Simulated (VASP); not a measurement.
# Ir (Fm-3m) in VASP: settings compared

Aim: see how the results for Ir move with the level of theory and the settings. Levels: RPBE+D4, PBE+D3(BJ), PBEsol+D3(BJ). Tasks: single point, relaxation of cell and atoms.

Everything below comes from runs of VASP 6.6.1. Logs are shortened: lines on timing, memory, paths and dates and some standing lists are left out, and cuts for length are marked.

## (1) The cell of the first run

The structure is cubic, space group Fm-3m (No. 225). The conventional cell has a = 3.821 Å, b = 3.821 Å, c = 3.821 Å, α = 90.00°, β = 90.00°, γ = 90.00°. Within 3.6 Å of Ir (site symmetry m-3m) lie 12 Ir at 2.70 Å.

## (2) Single point, RPBE+D4

Input file INCAR:

```
SYSTEM = Ir
ALGO = Normal
EDIFF = 1E-6
ENCUT = 520
GGA = RP
ISIF = 2
ISMEAR = -1
IVDW = 13
LASPH = .True.
LCHARG = .True.
LELF = .True.
LREAL = .False.
LVHAR = .True.
LWAVE = .False.
NBANDS = 10
NELM = 80
PREC = Accurate
SIGMA = 0.05
```

Input file KPOINTS:

```
k-points
0
Gamma
  12 12 12
  0 0 0
```

Input file POSCAR:

```
Ir
1.0
    0.0000000000      1.9104992177      1.9104992177
    1.9104992177      0.0000000000      1.9104992177
    1.9104992177      1.9104992177      0.0000000000
Ir
1
Direct
    0.0000000000      0.0000000000      0.0000000000
```

Potentials or basis: VASP PAW PBE potentials, release 64 (Ir).

Command:

```bash
> cat potpaw_PBE.64/Ir/POTCAR > POTCAR
> mpirun -np 1 vasp_std > vasp.out
```

OUTCAR:

```text
SYSTEM = Ir
   EDIFF = 1E-6
   ENCUT = 520
   GGA = RP
   ISIF = 2
   ISMEAR = -1
   IVDW = 13
   LASPH = .True.
   LREAL = .False.
   NELM = 80
   PREC = Accurate

 ion  position               nearest neighbor table
   1  0.000  0.000  0.000-

  LATTYP: Found a face centered cubic cell.
 ALAT       =     3.8209984354

  Lattice vectors:

 A1 = (   0.0000000000,   1.9104992177,   1.9104992177)
 A2 = (   1.9104992177,   0.0000000000,   1.9104992177)
 A3 = (   1.9104992177,   1.9104992177,   0.0000000000)

Analysis of symmetry for initial positions (statically):
[... 5 lines left out ...]
 face centered cubic supercell.

 Subroutine GETGRP returns: Found 48 space group operations
 (whereof 48 operations were pure point group operations)
 out of a pool of 48 trial point group operations.

The static configuration has the point symmetry O_h .

Analysis of symmetry for dynamics (positions and initial velocities):
[... 5 lines left out ...]
 face centered cubic supercell.

 Subroutine GETGRP returns: Found 48 space group operations
 (whereof 48 operations were pure point group operations)
 out of a pool of 48 trial point group operations.

The dynamic configuration has the point symmetry O_h .

 Subroutine INISYM returns: Found 48 space group operations
 (whereof 48 operations are pure point group operations),
 and found     1 'primitive' translations

----------------------------------------------------------------------------------------

                                     Primitive cell

  volume of cell :      13.9467

  direct lattice vectors                    reciprocal lattice vectors
     0.000000000  1.910499218  1.910499218    -0.261711701  0.261711701  0.261711701
     1.910499218  0.000000000  1.910499218     0.261711701 -0.261711701  0.261711701
     1.910499218  1.910499218  0.000000000     0.261711701  0.261711701 -0.261711701

  length of vectors
     2.701853905  2.701853905  2.701853905     0.453297963  0.453297963  0.453297963

  position of ions in fractional coordinates (direct lattice)
     0.000000000  0.000000000  0.000000000

  ion indices of the primitive-cell ions
   primitive index   ion index
                 1           1

----------------------------------------------------------------------------------------

 KPOINTS: k-points

Automatic generation of k-mesh.
 Grid dimensions read from file:
 generate k-points for:   12   12   12

 Generating k-lattice:

  Cartesian coordinates                     Fractional coordinates (reciprocal lattice)
    -0.021809308  0.021809308  0.021809308     0.083333333  0.000000000  0.000000000
     0.021809308 -0.021809308  0.021809308     0.000000000  0.083333333  0.000000000
     0.021809308  0.021809308 -0.021809308     0.000000000  0.000000000  0.083333333

  Length of vectors
     0.037774830  0.037774830  0.037774830

  Shift w.r.t. Gamma in fractional coordinates (k-lattice)
     0.000000000  0.000000000  0.000000000

 Subroutine IBZKPT returns following result:
 ===========================================

 Found     72 irreducible k-points:

 Following reciprocal coordinates:
            Coordinates               Weight
  0.000000  0.000000  0.000000      1.000000
  0.083333  0.000000  0.000000      8.000000
  0.166667  0.000000  0.000000      8.000000
  0.250000  0.000000  0.000000      8.000000
  0.333333  0.000000  0.000000      8.000000
  0.416667  0.000000  0.000000      8.000000
[... 16 lines left out ...]
  0.500000  0.166667  0.000000     24.000000
 -0.416667  0.166667  0.000000     24.000000
 [... further k-points ...]
   k-points           NKPTS =     72   k-points in BZ     NKDIM =     72   number of bands    NBANDS=     10
   number of dos      NEDOS =    301   number of ions     NIONS =      1
   total plane-waves  NPLWV =   8000
   dimension x,y,z NGX =    20 NGY =   20 NGZ =   20
   dimension x,y,z NGXF=    40 NGYF=   40 NGZF=   40
   ions per type =               1
   NGX,Y,Z   is equivalent  to a cutoff of  12.31, 12.31, 12.31 a.u.
   NGXF,Y,Z  is equivalent  to a cutoff of  24.61, 24.61, 24.61 a.u.
 SYSTEM =  Ir
   PREC   = accura    normal or accurate (medium, high low for compatibility)
   ISTART =      0    job   : 0-new  1-cont  2-samecut
   ICHARG =      2    charge: 1-file 2-atom 10-const
   ISPIN  =      1    spin polarized calculation?
   LNONCOLLINEAR =      F non collinear calculations
   LSORBIT =      F    spin-orbit coupling
   LASPH  =      T    aspherical Exc in radial PAW
   ENCUT  =  520.0 eV  38.22 Ry    6.18 a.u.   5.02  5.02  5.02*2*pi/ulx,y,z
   NELM   =     80;   NELMIN=  2; NELMDL= -5     # of ELM steps
   EDIFF  = 0.1E-05   stopping-criterion for ELM
   LREAL  =      F    real-space projection
   EDIFFG = 0.1E-04   stopping-criterion for IOM
   NSW    =      0    number of steps for IOM
   IBRION =     -1    ionic relax: 0-MD 1-quasi-New 2-CG
   NFREE  =      0    steps in history (QN), initial steepest desc. (CG)
   ISIF   =      2    stress and relaxation
   ISYM   =      2    0-nonsym 1-usesym 2-fastsym
   POTIM  = 0.5000    time-step for ionic-motion
   TEBEG  =    0.0;   TEEND  =   0.0 temperature during run
   PSTRESS=    0.0 pullay stress
   NELECT =       9.0000    total number of electrons
   NUPDOWN=      -1.0000    fix difference up-down
   EMIN   =  10.00;   EMAX   =-10.00  energy-range for DOS
[... 5 lines left out ...]
     AMIX     =   0.40;   BMIX     =  1.00
     AMIX_MAG =   1.60;   BMIX_MAG =  1.00
  volume/ion in A,a.u.               =      13.95        94.12
  Fermi-wavevector in a.u.,A,eV,Ry     =   1.414704  2.673402 27.230515  2.001386
  Thomas-Fermi vector in A             =   2.536218
   LORBIT       =      0    0 simple, 1 ext, 2 COOP (PROOUT), +10 PAW based schemes
   GGA     = RP    functional components
   LHFCALC =     F    Hartree Fock is set to
   AEXX    =    0.0000 exact exchange contribution
   IVDW    =    13    specifies the selected vdW correction
   LEPSILON=     F    determine dielectric tensor
   LRPA    =     F    only Hartree local field effects (RPA)
 non-spin polarized calculation
  energy-cutoff  :      520.00
  volume of cell :       13.95
 maximum number of plane-waves:       388
   NGX =  9   NGY =  9   NGZ =  9

 number of electron       9.0000001 magnetization

 Free energy of the ion-electron system (eV)
  ---------------------------------------------------
  ext. energy  EPLUGINS =         0.00000000
  ---------------------------------------------------
  free energy    TOTEN  =        -8.16761567 eV

  energy without entropy =       -8.16296800  energy(sigma->0) =       -8.16529183

 E-fermi :  10.7617     XC(G=0): -14.0372

 val. band max:       10.7614266039   @ k =  -0.2500   0.0833   0.0000
 cond. band min:      10.8998219324   @ k =   0.3333   0.1667   0.0833
 fundamental gap:      0.1383953286
 Fermi energy:        10.7617265133

 k-point     1 :       0.0000    0.0000    0.0000
  band No.  band energies     occupation
      1      -0.5223      2.00000
      2       6.7635      2.00000
      3       6.7635      2.00000
      4       6.7635      2.00000
      5       9.5011      2.00000
      6       9.5011      2.00000
      7      24.9978      0.00000
      8      30.6845      0.00000
      9      30.6845      0.00000
     10      30.6845      0.00000

 k-point     2 :       0.0833    0.0000    0.0000
  band No.  band energies     occupation
      1      -0.2114      2.00000
      2       6.6005      2.00000
      3       6.8958      2.00000
      4       6.8958      2.00000
      5       9.4180      2.00000
      6       9.4180      2.00000
      7      25.5328      0.00000
      8      29.2324      0.00000
      9      31.2002      0.00000
     10      31.2002      0.00000

 k-point     3 :       0.1667    0.0000    0.0000
  band No.  band energies     occupation
      1       0.6403      2.00000
      2       6.2737      2.00000
      3       7.1641      2.00000
      4       7.1641      2.00000
      5       9.3391      2.00000
      6       9.3391      2.00000
      7      26.6206      0.00000
      8      27.1151      0.00000
      9      32.6417      0.00000
     10      32.6417      0.00000

 k-point     4 :       0.2500    0.0000    0.0000
  band No.  band energies     occupation
      1       1.7074      2.00000
      2       6.2473      2.00000
      3       7.2113      2.00000
      4       7.2113      2.00000
      5       9.6863      2.00000
      6       9.6863      2.00000
      7      24.5705      0.00000
      8      27.5591      0.00000
      9      34.5986      0.00000
     10      34.5989      0.00000

 k-point     5 :       0.3333    0.0000    0.0000
  band No.  band energies     occupation
      1       2.3707      2.00000
      2       6.9804      2.00000
      3       6.9804      2.00000
      4       7.1676      2.00000
      5      10.4939      1.99061
      6      10.4939      1.99061
      7      22.1264      0.00000
      8      26.2619      0.00000
      9      33.5223      0.00000
     10      33.5223      0.00000

 k-point     6 :       0.4167    0.0000    0.0000
  band No.  band energies     occupation
      1       2.4997      2.00000
      2       6.7419      2.00000
      3       6.7419      2.00000
      4       8.8928      2.00000
      5      11.3031      0.00004
      6      11.3031      0.00004
      7      19.5232      0.00000
      8      24.9741      0.00000
      9      31.4351      0.00000
     10      31.4351      0.00000
[... 183 lines left out ...]
 k-point    21 :       0.3333    0.1667    0.0000
  band No.  band energies     occupation
      1       2.8737      2.00000
      2       5.2337      2.00000
      3       6.8204      2.00000
      4       8.0891      2.00000
      5      10.0711      2.00000
      6      10.9091      0.09981
      7      24.5991      0.00000
      8      28.3206      0.00000
      9      29.9303      0.00000
     10      31.7168      0.00000

 k-point    22 :       0.4167    0.1667    0.0000
  band No.  band energies     occupation
      1       3.3004      2.00000
      2       5.8195      2.00000
      3       6.5341      2.00000
      4       7.8513      2.00000
      5      11.5610      0.00000
      6      11.9120      0.00000
      7      21.3458      0.00000
      8      26.9914      0.00000
      9      29.2196      0.00000
     10      31.3670      0.00000

 k-point    23 :       0.5000    0.1667    0.0000
  band No.  band energies     occupation
      1       3.3750      2.00000
      2       5.8449      2.00000
      3       7.3416      2.00000
      4       7.6058      2.00000
      5      11.7275      0.00000
      6      13.9631      0.00000
      7      18.4420      0.00000
      8      26.2459      0.00000
      9      29.2177      0.00000
     10      29.7519      0.00000

 k-point    24 :      -0.4167    0.1667    0.0000
  band No.  band energies     occupation
      1       3.4473      2.00000
      2       5.8704      2.00000
      3       7.4900      2.00000
      4       7.6846      2.00000
      5      11.1901      0.00038
      6      14.5664      0.00000
      7      18.1279      0.00000
      8      26.0819      0.00000
      9      28.4191      0.00000
     10      30.4695      0.00000

 [... further k-points ...]

------------------------ aborting loop because EDIFF is reached ----------------------------------------

  DFT-D4 for vdW energy calculation

  Edisp (eV):   -1.75326

  FORCE on cell =-STRESS in cart. coord.  units (eV):
  Direction    XX          YY          ZZ          XY          YZ          ZX
  --------------------------------------------------------------------------------------
  -------------------------------------------------------------------------------------
  Total       0.04658     0.04658     0.04658     0.00000     0.00000     0.00000
  in kB       5.35072     5.35072     5.35072     0.00000     0.00000     0.00000
  external pressure =        5.35 kB  Pullay stress =        0.00 kB

 VOLUME and BASIS-vectors are now :
 -----------------------------------------------------------------------------
  energy-cutoff  :      520.00
  volume of cell :       13.95
      direct lattice vectors                 reciprocal lattice vectors
     0.000000000  1.910499218  1.910499218    -0.261711701  0.261711701  0.261711701
     1.910499218  0.000000000  1.910499218     0.261711701 -0.261711701  0.261711701
     1.910499218  1.910499218  0.000000000     0.261711701  0.261711701 -0.261711701

 POSITION                                       TOTAL-FORCE (eV/Angst)
 -----------------------------------------------------------------------------------
      0.00000      0.00000      0.00000        -0.000000     -0.000000     -0.000000
 -----------------------------------------------------------------------------------
    total drift:                                0.000000      0.000000     -0.000000

  FREE ENERGIE OF THE ION-ELECTRON SYSTEM (eV)
  ---------------------------------------------------
  free  energy   TOTEN  =        -9.9208791955 eV

  energy  without entropy=       -9.9162315285  energy(sigma->0) =       -9.91855536
```

Run time: 18 s. Hardware: 1 thread of Intel Xeon 6975P-C, shared host; peak memory 0.13 GiB.

What came out:

```yaml
Free_energy: -9.9209 eV
Pressure: 0.5 GPa
Dispersion_energy_per_atom: -1.753 eV
```

Caveat: the PAW data sets were made with another functional, which shifts forces and pressure a little; spin-orbit coupling is left out, which moves the levels of the heavy elements; pairwise dispersion overbinds metals, which lowers pressure and volume.

[end of part 1 of 2]
